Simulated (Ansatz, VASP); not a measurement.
## Ru in VASP and in Ansatz

Contents of POSCAR:

```
Ru
1.0
    2.7553266055      0.0000000000      0.0000000000
   -1.3776633027      2.3861828361      0.0000000000
    0.0000000000      0.0000000000      4.4317463204
Ru
2
Direct
    0.6666666667      0.3333333333      0.7500000000
    0.3333333333      0.6666666667      0.2500000000
```

Contents of INCAR.step1:

```
SYSTEM = Ru
  PREC = Accurate
  ENCUT = 520
  ISMEAR = 0
  SIGMA = 0.1
  LREAL = .False.
  LASPH = .True.
  NELM = 100
  NBANDS = 21
  GGA = PE
  ALGO = Normal
  EDIFF = 1E-4
  LWAVE = .True.
  LCHARG = .False.
```

The input INCAR.step2:

```
SYSTEM = Ru
  PREC = Accurate
  ENCUT = 520
  EDIFF = 1E-7
  ISMEAR = 0
  SIGMA = 0.1
  LREAL = .False.
  LASPH = .True.
  NELM = 100
  ALGO = Normal
  ISIF = 2
  LWAVE = .False.
  LCHARG = .False.
  METAGGA = R2SCAN
  LMIXTAU = .True.
  NBANDS = 21
  ISTART = 1
```

Contents of KPOINTS:

```
regular mesh
0
Gamma
  6 6 4
  0 0 0
```

Input for Ansatz:

```yaml
crystal:
  lattice:
    - [2.7553266075, 0.0, 0.0]
    - [-1.3776633037, 2.3861828378, 0.0]
    - [0.0, 0.0, 4.4317463229]
  atoms:
    - { symbol: Ru, position: [0.6666666667, 0.3333333333, 0.75] }
    - { symbol: Ru, position: [0.3333333333, 0.6666666667, 0.25] }
basis:
  ecutwfc: 500
kpoints:
  mp_grid: { grid: [6, 6, 4] }
hamiltonian:
  xc: r2scan
scf:
  occupations: { method: gaussian, width: 0.1 }
output:
  forces: true
  stress: true
  eigenvalues: true
```

Alike in both runs: task single point; functional r2SCAN; k mesh 6 × 6 × 4; occupations gaussian, width 0.1 eV; no spin polarisation.

```csv
,VASP,Ansatz
version,VASP 6.6.1,Ansatz 0.2.0
potentials or method,"VASP PAW PBE potentials, release 64 (Ru_pv), cutoff 520 eV","scalar-relativistic, plane waves, PAW"
valence electrons in the cell,28,32
```

Ansatz gave:

| Quantity | Value |
| --- | --- |
| gap on the k mesh at the Fermi level (eV) | none |
| pressure (GPa) | -20.9 |
| traceless stress, the component that is largest in VASP (GPa) | -8.20 |

What did VASP give for the same quantities?

gap on the k mesh at the Fermi level (eV): none; pressure (GPa): -19.9; traceless stress, the component that is largest in VASP (GPa): -8.17.

VASP's potentials were made for PBE, not for r2SCAN. A gap of «none» marks a metal or a gap that the smearing closes. VASP's potentials hold 28 valence electrons a cell and Ansatz's 32, so a difference there can come from the potentials and not from the codes.

The k mesh is coarse, so the values compare programs but aren't converged.
